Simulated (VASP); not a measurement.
# Co (Fm-3m) in VASP: a series of runs, part 2 of 2

VASP 6.6.1. Earlier steps stand in the parts before.

## Step 4: Single point, RPBE, collinear spin, ferromagnetic start (volume scaled by 1.04)

File INCAR:

```
ALGO     = Normal         # electronic algorithm
EDIFF    = 1E-6           # SCF threshold, eV
ENCUT    = 520            # plane-wave cutoff, eV
GGA      = RP             # functional
ISIF     = 2              # what is computed and relaxed
ISMEAR   = -1             # smearing method
ISPIN    = 2              # spin polarisation
LASPH    = True           # aspherical terms in the spheres
LCHARG   = False          # write CHGCAR
LMAXMIX  = 4              # l up to which the mixer works
LORBIT   = 11             # projections on sites
LREAL    = False          # projectors in reciprocal space
LWAVE    = False          # write WAVECAR
MAGMOM   = 1.772          # initial moments
NBANDS   = 14             # bands
NELM     = 150            # most SCF steps
PREC     = Accurate       # precision mode
SIGMA    = 0.05           # smearing width, eV
```

File KPOINTS:

```
k-points
0
Gamma
  17 17 17
```

File POSCAR:

```
Co
1.0
    0.0000000000      1.8002658148      1.8002658148
    1.8002658148      0.0000000000      1.8002658148
    1.8002658148      1.8002658148      0.0000000000
Co
1
Direct
    0.0000000000      0.0000000000      0.0000000000
```

Potentials or basis: VASP PAW PBE potentials, release 64 (Co).

Launch:

```bash
$ cat potpaw_PBE.64/Co/POTCAR > POTCAR
$ mpirun -np 1 vasp_std > vasp.out
```

OUTCAR:

```text
EDIFF = 1E-6
   ENCUT = 520
   GGA = RP
   ISIF = 2
   ISMEAR = -1
   ISPIN = 2
   LASPH = True
   LORBIT = 11
   LREAL = False
   NELM = 150
   PREC = Accurate

 ion  position               nearest neighbor table
   1  0.000  0.000  0.000-

  LATTYP: Found a face centered cubic cell.
 ALAT       =     3.6005316296

  Lattice vectors:

 A1 = (   0.0000000000,   1.8002658148,   1.8002658148)
 A2 = (   1.8002658148,   0.0000000000,   1.8002658148)
 A3 = (   1.8002658148,   1.8002658148,   0.0000000000)

Analysis of symmetry for initial positions (statically):
=====================================================================
 Subroutine PRICEL returns:
 Original cell was already a primitive cell.

 Routine SETGRP: Setting up the symmetry group for a
 face centered cubic supercell.

 Subroutine GETGRP returns: Found 48 space group operations
 (whereof 48 operations were pure point group operations)
 out of a pool of 48 trial point group operations.

The static configuration has the point symmetry O_h .

Analysis of symmetry for dynamics (positions and initial velocities):
=====================================================================
 Subroutine PRICEL returns:
 Original cell was already a primitive cell.

 Routine SETGRP: Setting up the symmetry group for a
 face centered cubic supercell.

 Subroutine GETGRP returns: Found 48 space group operations
 (whereof 48 operations were pure point group operations)
 out of a pool of 48 trial point group operations.

The dynamic configuration has the point symmetry O_h .

Analysis of structural, dynamic, and magnetic symmetry:
=====================================================================
 Subroutine PRICEL returns:
 Original cell was already a primitive cell.

 Routine SETGRP: Setting up the symmetry group for a
 face centered cubic supercell.

 Subroutine GETGRP returns: Found 48 space group operations
 (whereof 48 operations were pure point group operations)
 out of a pool of 48 trial point group operations.

The overall configuration has the point symmetry O_h .

 Subroutine INISYM returns: Found 48 space group operations
 (whereof 48 operations are pure point group operations),
 and found     1 'primitive' translations

----------------------------------------------------------------------------------------

                                     Primitive cell

  volume of cell :      11.6692

  direct lattice vectors                    reciprocal lattice vectors
     0.000000000  1.800265815  1.800265815    -0.277736763  0.277736763  0.277736763
     1.800265815  0.000000000  1.800265815     0.277736763 -0.277736763  0.277736763
     1.800265815  1.800265815  0.000000000     0.277736763  0.277736763 -0.277736763

  length of vectors
     2.545960331  2.545960331  2.545960331     0.481054185  0.481054185  0.481054185

  position of ions in fractional coordinates (direct lattice)
     0.000000000  0.000000000  0.000000000

  ion indices of the primitive-cell ions
   primitive index   ion index
                 1           1

----------------------------------------------------------------------------------------

 KPOINTS: k-points

[... 67 lines left out ...]
   EDIFF  = 0.1E-05   stopping-criterion for ELM
   LREAL  =      F    real-space projection
   EDIFFG = 0.1E-04   stopping-criterion for IOM
   NSW    =      0    number of steps for IOM
   IBRION =     -1    ionic relax: 0-MD 1-quasi-New 2-CG
   NFREE  =      0    steps in history (QN), initial steepest desc. (CG)
   ISIF   =      2    stress and relaxation
   ISYM   =      2    0-nonsym 1-usesym 2-fastsym
   POTIM  = 0.5000    time-step for ionic-motion
   TEBEG  =    0.0;   TEEND  =   0.0 temperature during run
   PSTRESS=    0.0 pullay stress
   NELECT =       9.0000    total number of electrons
   NUPDOWN=      -1.0000    fix difference up-down
   EMIN   =  10.00;   EMAX   =-10.00  energy-range for DOS
   EFERMI =   0.00;   METHOD = LEGACY
   ISMEAR =    -1;   SIGMA  =   0.05  broadening in eV -4-tet -1-fermi 0-gaus
   EFERMI_NEDOS =   21; number of points for ismear=-14 and -15
   IALGO  =     38    algorithm
   IMIX   =      4    mixing-type and parameters
     AMIX     =   0.40;   BMIX     =  1.00
     AMIX_MAG =   1.60;   BMIX_MAG =  1.00
  volume/ion in A,a.u.               =      11.67        78.75
  Fermi-wavevector in a.u.,A,eV,Ry     =   1.501328  2.837099 30.667355  2.253987
  Thomas-Fermi vector in A             =   2.612713
   LORBIT       =     11    0 simple, 1 ext, 2 COOP (PROOUT), +10 PAW based schemes
   GGA     = RP    functional components
   LHFCALC =     F    Hartree Fock is set to
   AEXX    =    0.0000 exact exchange contribution
   IVDW    =     0    specifies the selected vdW correction
   LEPSILON=     F    determine dielectric tensor
   LRPA    =     F    only Hartree local field effects (RPA)
 spin polarized calculation
  energy-cutoff  :      520.00
  volume of cell :       11.67
 maximum number of plane-waves:       331
   NGX =  9   NGY =  9   NGZ =  9

 number of electron       9.0000005 magnetization       1.6919948

 Free energy of the ion-electron system (eV)
  ---------------------------------------------------
  ext. energy  EPLUGINS =         0.00000000
  ---------------------------------------------------
  free energy    TOTEN  =        -6.49631133 eV

  energy without entropy =       -6.48611261  energy(sigma->0) =       -6.49121197

 E-fermi :   9.5404     XC(G=0): -12.8679

 val. band max:        9.5328940908   @ k =   0.4118   0.2353   0.0000
 cond. band min:       9.5439544504   @ k =   0.4118   0.3529   0.0000
 fundamental gap:      0.0110603596
 Fermi energy:         9.5403568230

 spin component 1

 k-point     1 :       0.0000    0.0000    0.0000
  band No.  band energies     occupation
      1       0.9384      1.00000
      2       6.8506      1.00000
      3       6.8506      1.00000
      4       6.8506      1.00000
      5       7.7226      1.00000
      6       7.7226      1.00000
      7      31.9277      0.00000
      8      35.7600      0.00000
      9      35.7600      0.00000
     10      35.7600      0.00000
     11      38.6462      0.00000
     12      38.6462      0.00000
     13      38.6462      0.00000
     14      41.3986      0.00000
[... 379 lines left out ...]
      3       7.0089      1.00000
      4       7.0104      1.00000
      5       7.5890      1.00000
      6       7.7804      1.00000
      7      28.8651      0.00000
      8      31.3238      0.00000
      9      34.4852      0.00000
     10      36.3535      0.00000
     11      38.3543      0.00000
     12      39.2505      0.00000
     13      42.3550      0.00000
     14      42.6592      0.00000

 [... further k-points ...]

 spin component 2

 k-point     1 :       0.0000    0.0000    0.0000
  band No.  band energies     occupation
      1       0.8864      1.00000
      2       8.4924      1.00000
      3       8.4924      1.00000
      4       8.4924      1.00000
      5       9.8610      0.00164
      6       9.8610      0.00164
      7      31.4868      0.00000
      8      35.8754      0.00000
      9      35.8754      0.00000
     10      35.8754      0.00000
     11      38.8617      0.00000
     12      38.8617      0.00000
     13      38.8617      0.00000
     14      40.9112      0.00000
[... 379 lines left out ...]
      3       8.6765      1.00000
      4       8.6795      1.00000
      5       9.6903      0.04750
      6       9.8958      0.00082
      7      28.9755      0.00000
      8      31.3516      0.00000
      9      34.4618      0.00000
     10      36.5079      0.00000
     11      38.2274      0.00000
     12      39.3785      0.00000
     13      42.5625      0.00000
     14      42.9125      0.00000

 [... further k-points ...]
[... 5 lines left out ...]
  --------------------------------------------------------------------------------------
  -------------------------------------------------------------------------------------
  Total       -0.5213721     -0.5213721     -0.5213721      0.0000000      0.0000000     -0.0000000
  in kB      -71.5844121    -71.5844121    -71.5844121      0.0000000      0.0000000     -0.0000000
  external PRESSURE =     -71.5844121 kB  Pullay stress =       0.0000000 kB

 VOLUME and BASIS-vectors are now :
 -----------------------------------------------------------------------------
  energy-cutoff  :      520.00
  volume of cell :       11.67
      direct lattice vectors                 reciprocal lattice vectors
     0.000000000  1.800265815  1.800265815    -0.277736763  0.277736763  0.277736763
     1.800265815  0.000000000  1.800265815     0.277736763 -0.277736763  0.277736763
     1.800265815  1.800265815  0.000000000     0.277736763  0.277736763 -0.277736763

 POSITION                                       TOTAL-FORCE (eV/Angst)
 -----------------------------------------------------------------------------------
      0.00000      0.00000      0.00000         0.000000      0.000000      0.000000
 -----------------------------------------------------------------------------------
    total drift:                                0.000000     -0.000000      0.000000

  FREE ENERGIE OF THE ION-ELECTRON SYSTEM (eV)
  ---------------------------------------------------
  free  energy   TOTEN  =        -6.4963113314 eV

  energy  without entropy=       -6.4861126134  energy(sigma->0) =       -6.49121197

 total charge

# of ion       s       p       d       tot
------------------------------------------
    1        0.463   0.466   7.211   8.139

 magnetization (x)

# of ion       s       p       d       tot
------------------------------------------
    1       -0.013  -0.051   1.791   1.727
```

Run time: 51 s. Hardware: 1 thread of Intel Xeon Platinum 8488C (Sapphire Rapids), shared host; peak memory 0.16 GiB.

What came out:

```
Free energy                                           : -6.4963 eV
Pressure                                              : -7.2 GPa
Net moment                                            : 1.69 μB per cell
Site moments                                          : Co +1.73 μB
Valence electrons inside the program's atomic spheres : Co 8.14
```

Levels at points of the mesh, in eV from the Fermi level:
Spin up:
| k point | band 1 | band 2 | band 3 | band 4 | band 5 | band 6 | band 7 | band 8 | band 9 | band 10 |
| --- | --- | --- | --- | --- | --- | --- | --- | --- | --- | --- |
| (0.00, 0.00, 0.00) | -8.60 | -2.69 | -2.69 | -2.69 | -1.82 | -1.82 | 22.39 | 26.22 | 26.22 | 26.22 |
Spin down:
```tsv
k point	band 1	band 2	band 3	band 4	band 5	band 6	band 7	band 8
(0.00, 0.00, 0.00)	-8.65	-1.05	-1.05	-1.05	0.32	0.32	21.95	26.34
```

Caveat: the PAW data sets were made with another functional, which shifts forces and pressure a little.

## Step 5: Single point, RPBE, collinear spin, ferromagnetic start (volume scaled by 1.08)

File INCAR:

```
SYSTEM = Co
PREC = Accurate
ENCUT = 520
EDIFF = 1E-7
ISMEAR = -1
SIGMA = 0.05
LREAL = .False.
LASPH = .True.
NELM = 150
ALGO = Normal
ISIF = 2
LWAVE = .False.
LCHARG = .False.
ISPIN = 2
MAGMOM = 1.772
LORBIT = 11
LMAXMIX = 4
GGA = RP
NBANDS = 14
```

File KPOINTS:

```
Automatic mesh
0
Gamma
  17 17 17
  0 0 0
```

File POSCAR:

```
Co
1.0
    0.0000000000      1.8230564091      1.8230564091
    1.8230564091      0.0000000000      1.8230564091
    1.8230564091      1.8230564091      0.0000000000
Co
1
Direct
    0.0000000000      0.0000000000      0.0000000000
```

Launch:

```bash
$ cat potpaw_PBE.64/Co/POTCAR > POTCAR
$ mpirun -np 1 vasp_std > vasp.out
```

Run time: 41 s. Hardware: 1 thread of Intel Xeon Platinum 8488C (Sapphire Rapids), shared host; peak memory 0.16 GiB.

Results (log left out):

| Quantity | Value |
| --- | --- |
| Free energy | -6.4685 eV |
| Pressure | -12.4 GPa |
| Net moment | 1.72 μB per cell |
| Site moments | Co +1.76 μB |
| Valence electrons inside the program's atomic spheres | Co 8.08 |

Levels at points of the mesh, in eV from the Fermi level:
Spin up:
```csv
k point,band 3,band 4,band 5,band 6,band 7,band 8
"(0.00, 0.00, 0.00)",-2.66,-2.66,-1.86,-1.86,22.06,25.61
```
Spin down:
```tsv
k point	band 2	band 3	band 4	band 5	band 6	band 7
(0.00, 0.00, 0.00)	-1.00	-1.00	-1.00	0.32	0.32	21.60
```

Caveat: the PAW data sets were made with another functional, which shifts forces and pressure a little.

## Step 6: The runs side by side

| cell | gap on the mesh (eV) | pressure (GPa) | moment (μB) |
| --- | --- | --- | --- |
| a = 2.479 Å, angles 60.0°, 1 atom | none | 8.4 | 1.66 |
| a = 2.513 Å, angles 60.0°, 1 atom | none | -0.3 | 1.68 |
| a = 2.546 Å, angles 60.0°, 1 atom | none | -7.2 | 1.69 |
| a = 2.578 Å, angles 60.0°, 1 atom | none | -12.4 | 1.72 |

Alike in all rows: task single point; level RPBE; potentials or basis VASP PAW PBE potentials, release 64 (Co); spin collinear, ferromagnetic start; k mesh 17 × 17 × 17; cutoff (eV) 520; smearing fermi-dirac 0.05 eV.

Caveats: the PAW data sets were made with another functional, which shifts forces and pressure a little.

Total energies depend on the potentials used, so only differences within one code and one set of settings carry meaning.
